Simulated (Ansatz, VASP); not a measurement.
# One calculation of Mg, two programs

File INCAR:

```
SYSTEM = Mg
  PREC = Accurate
  ENCUT = 520
  EDIFF = 1E-6
  ISMEAR = 0
  SIGMA = 0.15
  LREAL = .False.
  LASPH = .True.
  NELM = 100
  ALGO = Normal
  ISIF = 2
  LWAVE = .False.
  LCHARG = .False.
  GGA = PE
  NBANDS = 7
```

KPOINTS

```
regular mesh
0
Gamma
  20 20 20
  0 0 0
```

The input POSCAR:

```
Mg
1.0
   -1.8895692215      1.8895692215      1.6516724566
    1.8895692215     -1.8895692215      1.6516724566
    1.8895692215      1.8895692215     -1.6516724566
Mg
1
Direct
    0.0000000000      0.0000000000      0.0000000000
```

Input for Ansatz:

```yaml
crystal:
  lattice:
    - [-1.8895692215, 1.8895692215, 1.6516724566]
    - [1.8895692215, -1.8895692215, 1.6516724566]
    - [1.8895692215, 1.8895692215, -1.6516724566]
  atoms:
    - { symbol: Mg, position: [0.0, 0.0, 0.0] }
basis:
  ecutwfc: 520.0
kpoints:
  mp_grid: { grid: [20, 20, 20] }
hamiltonian:
  xc: pbe
  pseudopotentials: { kind: paw }
scf:
  occupations: { method: gaussian, width: 0.15 }
output:
  forces: true
  stress: true
  eigenvalues: true
```

Alike in both runs: task single point; functional PBE; k mesh 20 × 20 × 20; occupations gaussian, width 0.15 eV; no spin polarisation.

```csv
,VASP,Ansatz
version,VASP 6.6.1,Ansatz 0.2.0
potentials or method,"VASP PAW PBE potentials, release 64 (Mg), cutoff 520 eV","scalar-relativistic, plane waves, PAW"
valence electrons in the cell,2,10
```

```tsv
	VASP	Ansatz	Ansatz less VASP
gap on the k mesh at the Fermi level (eV)	none	none	-
pressure (GPa)	-0.8	-0.7	+0.12
traceless stress, the component that is largest in VASP (GPa)	0.48	0.49	+0.007
```

A gap of «none» marks a metal or a gap that the smearing closes. The functional is the same, so the differences come from potentials, cutoffs and numerics. VASP's potentials hold 2 valence electrons a cell and Ansatz's 10, so a difference there can come from the potentials and not from the codes.
